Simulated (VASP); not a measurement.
# SnSe (I4/mmm) in VASP: single point with PBE+D3(BJ)

Aim: the single point of SnSe with PBE+D3(BJ).

All numbers are computed with VASP 6.6.1; they aren't measurements. Logs are shortened: lines on timing, memory, paths and dates and some standing lists are left out, and cuts for length are marked.

**1. The cell of the first run**

It takes space group I4/mmm (No. 139, tetragonal). Conventional cell: a = 4.188 Å, b = 4.188 Å, c = 6.219 Å, α = 90.00°, β = 90.00°, γ = 90.00°. Sn (site symmetry 4/mmm) has 6 Se at 2.96 to 3.11 Å within 3.9 Å. Within 3.9 Å of Se (site symmetry 4/mmm) lie 6 Sn at 2.96 to 3.11 Å.

**2. Single point, PBE+D3(BJ)**

INCAR

```
ALGO = Normal ; EDIFF = 1E-6
ENCUT = 520 ; GGA = PE
ISIF = 2 ; ISMEAR = 0
IVDW = 12 ; LASPH = T
LCHARG = F ; LREAL = F
LWAVE = F ; NBANDS = 17
NELM = 80 ; PREC = Accurate
SIGMA = 0.05
```

KPOINTS

```
k-points
0
Gamma
  12 12 12
```

POSCAR

```
SnSe
1.0
    0.0000000000      2.9614431219      3.1095152780
    2.9614431219      0.0000000000      3.1095152780
    2.9614431219      2.9614431219      0.0000000000
Sn Se
1 1
Direct
    0.0000000000      0.0000000000      0.0000000000
    0.5000000000      0.5000000000      0.5000000000
```

Potentials or basis: VASP PAW PBE potentials, release 64 (Sn_d, Se).

The run is started by

```
$ cat potpaw_PBE.64/Sn_d/POTCAR potpaw_PBE.64/Se/POTCAR > POTCAR
$ mpirun -np 1 vasp_std > vasp.out
```

OUTCAR:

```text
EDIFF = 1E-6
   ENCUT = 520
   GGA = PE
   ISIF = 2
   ISMEAR = 0
   IVDW = 12
   LASPH = T
   LREAL = F
   NELM = 80
   PREC = Accurate
 IVDW          = 12

 ion  position               nearest neighbor table
   1  0.000  0.000  0.000-   2 2.96   2 2.96   2 2.96   2 2.96   2 3.11   2 3.11
   2  0.500  0.500  0.500-   1 2.96   1 2.96   1 2.96   1 2.96   1 3.11   1 3.11

  LATTYP: Found a body centered tetragonal cell.
 ALAT       =     4.1881130272
 C/A-ratio  =     1.4849242405

  Lattice vectors:

 A1 = (  -2.9614431219,   0.0000000000,   3.1095152780)
 A2 = (   2.9614431219,   0.0000000000,   3.1095152780)
 A3 = (   0.0000000000,   2.9614431219,  -3.1095152780)

Analysis of symmetry for initial positions (statically):
=====================================================================
 Subroutine PRICEL returns:
 Original cell was already a primitive cell.

 Routine SETGRP: Setting up the symmetry group for a
 body centered tetragonal supercell.

 Subroutine GETGRP returns: Found 16 space group operations
 (whereof 16 operations were pure point group operations)
 out of a pool of 16 trial point group operations.

The static configuration has the point symmetry D_4h.

Analysis of symmetry for dynamics (positions and initial velocities):
=====================================================================
 Subroutine PRICEL returns:
 Original cell was already a primitive cell.

 Routine SETGRP: Setting up the symmetry group for a
 body centered tetragonal supercell.

 Subroutine GETGRP returns: Found 16 space group operations
 (whereof 16 operations were pure point group operations)
 out of a pool of 16 trial point group operations.

The dynamic configuration has the point symmetry D_4h.

 Subroutine INISYM returns: Found 16 space group operations
 (whereof 16 operations are pure point group operations),
 and found     1 'primitive' translations

----------------------------------------------------------------------------------------

                                     Primitive cell

  volume of cell :      54.5418

  direct lattice vectors                    reciprocal lattice vectors
     0.000000000  2.961443122  3.109515278    -0.168836604  0.168836604  0.160796766
     2.961443122  0.000000000  3.109515278     0.168836604 -0.168836604  0.160796766
     2.961443122  2.961443122  0.000000000     0.168836604  0.168836604 -0.160796766

  length of vectors
     4.294092527  4.294092527  4.188113027     0.287866632  0.287866632  0.287866632

  position of ions in fractional coordinates (direct lattice)
     0.000000000  0.000000000  0.000000000
     0.500000000  0.500000000  0.500000000

  ion indices of the primitive-cell ions
   primitive index   ion index
                 1           1
                 2           2

----------------------------------------------------------------------------------------

 KPOINTS: k-points

Automatic generation of k-mesh.
 Grid dimensions read from file:
 generate k-points for:   12   12   12

 Generating k-lattice:

  Cartesian coordinates                     Fractional coordinates (reciprocal lattice)
    -0.014069717  0.014069717  0.013399730     0.083333333  0.000000000  0.000000000
     0.014069717 -0.014069717  0.013399730     0.000000000  0.083333333  0.000000000
     0.014069717  0.014069717 -0.013399730     0.000000000  0.000000000  0.083333333

  Length of vectors
     0.023988886  0.023988886  0.023988886

  Shift w.r.t. Gamma in fractional coordinates (k-lattice)
     0.000000000  0.000000000  0.000000000

 Subroutine IBZKPT returns following result:
 ===========================================

 Found    163 irreducible k-points:

 Following reciprocal coordinates:
            Coordinates               Weight
  0.000000  0.000000  0.000000      1.000000
  0.083333 -0.000000  0.000000      8.000000
  0.166667 -0.000000  0.000000      8.000000
  0.250000 -0.000000  0.000000      8.000000
  0.333333 -0.000000  0.000000      8.000000
  0.416667 -0.000000  0.000000      8.000000
[... 16 lines left out ...]
  0.500000  0.166667  0.000000      8.000000
 -0.416667  0.166667  0.000000      8.000000
 [... further k-points ...]
   k-points           NKPTS =    163   k-points in BZ     NKDIM =    163   number of bands    NBANDS=     17
   number of dos      NEDOS =    301   number of ions     NIONS =      2
   total plane-waves  NPLWV =  32768
   dimension x,y,z NGX =    32 NGY =   32 NGZ =   32
   dimension x,y,z NGXF=    64 NGYF=   64 NGZF=   64
   ions per type =               1   1
   NGX,Y,Z   is equivalent  to a cutoff of  12.39, 12.39, 12.70 a.u.
   NGXF,Y,Z  is equivalent  to a cutoff of  24.78, 24.78, 25.40 a.u.
 SYSTEM =  unknown system
   PREC   = accura    normal or accurate (medium, high low for compatibility)
   ISTART =      0    job   : 0-new  1-cont  2-samecut
   ICHARG =      2    charge: 1-file 2-atom 10-const
   ISPIN  =      1    spin polarized calculation?
   LNONCOLLINEAR =      F non collinear calculations
   LSORBIT =      F    spin-orbit coupling
   LASPH  =      T    aspherical Exc in radial PAW
   ENCUT  =  520.0 eV  38.22 Ry    6.18 a.u.   7.98  7.98  7.79*2*pi/ulx,y,z
   NELM   =     80;   NELMIN=  2; NELMDL= -5     # of ELM steps
   EDIFF  = 0.1E-05   stopping-criterion for ELM
   LREAL  =      F    real-space projection
   EDIFFG = 0.1E-04   stopping-criterion for IOM
   NSW    =      0    number of steps for IOM
   IBRION =     -1    ionic relax: 0-MD 1-quasi-New 2-CG
   NFREE  =      0    steps in history (QN), initial steepest desc. (CG)
   ISIF   =      2    stress and relaxation
   ISYM   =      2    0-nonsym 1-usesym 2-fastsym
   POTIM  = 0.5000    time-step for ionic-motion
   TEBEG  =    0.0;   TEEND  =   0.0 temperature during run
   PSTRESS=    0.0 pullay stress
   NELECT =      20.0000    total number of electrons
   NUPDOWN=      -1.0000    fix difference up-down
   EMIN   =  10.00;   EMAX   =-10.00  energy-range for DOS
   EFERMI =   0.00;   METHOD = LEGACY
   ISMEAR =     0;   SIGMA  =   0.05  broadening in eV -4-tet -1-fermi 0-gaus
   EFERMI_NEDOS =   21; number of points for ismear=-14 and -15
   IALGO  =     38    algorithm
   IMIX   =      4    mixing-type and parameters
     AMIX     =   0.40;   BMIX     =  1.00
     AMIX_MAG =   1.60;   BMIX_MAG =  1.00
  volume/ion in A,a.u.               =      27.27       184.03
  Fermi-wavevector in a.u.,A,eV,Ry     =   1.171768  2.214321 18.681350  1.373040
  Thomas-Fermi vector in A             =   2.308207
   LORBIT       =      0    0 simple, 1 ext, 2 COOP (PROOUT), +10 PAW based schemes
   GGA     = PE    functional components
   LHFCALC =     F    Hartree Fock is set to
   AEXX    =    0.0000 exact exchange contribution
   IVDW    =    12    specifies the selected vdW correction
   LEPSILON=     F    determine dielectric tensor
   LRPA    =     F    only Hartree local field effects (RPA)
 non-spin polarized calculation
 Gauss-broadening in eV      SIGMA  =   0.05
  energy-cutoff  :      520.00
  volume of cell :       54.54
 maximum number of plane-waves:      1486
   NGX = 15   NGY = 15   NGZ = 15

 number of electron      20.0000004 magnetization

 Free energy of the ion-electron system (eV)
  ---------------------------------------------------
  ext. energy  EPLUGINS =         0.00000000
  ---------------------------------------------------
  free energy    TOTEN  =        -8.17997703 eV

  energy without entropy =       -8.17997446  energy(sigma->0) =       -8.17997575

 E-fermi :   5.8262     XC(G=0):  -9.5930

 val. band max:        5.7178639267   @ k =  -0.4167   0.0833   0.0000
 cond. band min:       5.9412748172   @ k =  -0.4167   0.0000   0.0833
 fundamental gap:      0.2234108905
 Fermi energy:         5.8262362442

 k-point     1 :       0.0000    0.0000    0.0000
  band No.  band energies     occupation
      1     -16.0252      2.00000
      2     -16.0189      2.00000
      3     -16.0189      2.00000
      4     -16.0030      2.00000
      5     -15.9993      2.00000
      6      -8.2835      2.00000
[... 9 lines left out ...]
     16      11.5892      0.00000
     17      13.1281      0.00000

 k-point     2 :       0.0833   -0.0000    0.0000
  band No.  band energies     occupation
      1     -16.0253      2.00000
      2     -16.0187      2.00000
      3     -16.0184      2.00000
      4     -16.0023      2.00000
      5     -15.9997      2.00000
      6      -8.2343      2.00000
[... 9 lines left out ...]
     16      11.7508      0.00000
     17      13.5760      0.00000

 k-point     3 :       0.1667   -0.0000    0.0000
  band No.  band energies     occupation
      1     -16.0257      2.00000
      2     -16.0181      2.00000
      3     -16.0171      2.00000
      4     -16.0008      2.00000
      5     -16.0004      2.00000
      6      -8.0929      2.00000
[... 9 lines left out ...]
     16      12.1721      0.00000
     17      14.6565      0.00000

 k-point     4 :       0.2500   -0.0000    0.0000
  band No.  band energies     occupation
      1     -16.0268      2.00000
      2     -16.0171      2.00000
      3     -16.0158      2.00000
      4     -16.0018      2.00000
      5     -15.9974      2.00000
      6      -7.8799      2.00000
[... 9 lines left out ...]
     16      12.8299      0.00000
     17      16.0228      0.00000
[... 343 lines left out ...]
      1     -16.0342      2.00000
      2     -16.0122      2.00000
      3     -16.0116      2.00000
      4     -15.9992      2.00000
      5     -15.9986      2.00000
      6      -7.4842      2.00000
[... 9 lines left out ...]
     16      15.4744      0.00000
     17      16.6725      0.00000

 k-point    23 :       0.5000    0.1667    0.0000
  band No.  band energies     occupation
      1     -16.0335      2.00000
      2     -16.0128      2.00000
      3     -16.0119      2.00000
      4     -16.0000      2.00000
      5     -15.9958      2.00000
      6      -7.3195      2.00000
[... 9 lines left out ...]
     16      15.9644      0.00000
     17      16.1140      0.00000

 k-point    24 :      -0.4167    0.1667    0.0000
  band No.  band energies     occupation
      1     -16.0318      2.00000
      2     -16.0141      2.00000
      3     -16.0123      2.00000
      4     -16.0020      2.00000
      5     -15.9929      2.00000
      6      -7.2757      2.00000
[... 9 lines left out ...]
     16      14.8575      0.00000
     17      16.7689      0.00000

 [... further k-points ...]

------------------------ aborting loop because EDIFF is reached ----------------------------------------

 Edisp (eV)   -0.70644

 E8    (eV) :    -0.3184

  FORCE on cell =-STRESS in cart. coord.  units (eV):
  Direction    XX          YY          ZZ          XY          YZ          ZX
  --------------------------------------------------------------------------------------
  -------------------------------------------------------------------------------------
  Total       0.36852     0.36852    -1.50513     0.00000    -0.00000     0.00000
  in kB      10.82532    10.82532   -44.21340     0.00000    -0.00000     0.00000
  external pressure =       -7.52 kB  Pullay stress =        0.00 kB

 VOLUME and BASIS-vectors are now :
 -----------------------------------------------------------------------------
  energy-cutoff  :      520.00
  volume of cell :       54.54
      direct lattice vectors                 reciprocal lattice vectors
     0.000000000  2.961443122  3.109515278    -0.168836604  0.168836604  0.160796766
     2.961443122  0.000000000  3.109515278     0.168836604 -0.168836604  0.160796766
     2.961443122  2.961443122  0.000000000     0.168836604  0.168836604 -0.160796766

 POSITION                                       TOTAL-FORCE (eV/Angst)
 -----------------------------------------------------------------------------------
      0.00000      0.00000      0.00000         0.000000     -0.000000      0.000000
      2.96144      2.96144      3.10952        -0.000000      0.000000     -0.000000
 -----------------------------------------------------------------------------------
    total drift:                                0.000000     -0.000000     -0.000000

  FREE ENERGIE OF THE ION-ELECTRON SYSTEM (eV)
  ---------------------------------------------------
  free  energy   TOTEN  =        -8.8864220308 eV

  energy  without entropy=       -8.8864194583  energy(sigma->0) =       -8.88642074
```

Wall time 2.4 min (1 thread of Intel Xeon 8259CL, shared host); peak memory 0.3 GiB.

What came out:

```
Free energy                : -8.8864 eV
Pressure                   : -0.8 GPa
Band gap on the k mesh     : 0.22 eV (least direct gap 0.29 eV)
Dispersion energy per atom : -0.353 eV
```

Caveat: spin-orbit coupling is left out, which moves the levels of the heavy elements. A k mesh can miss the band edges.
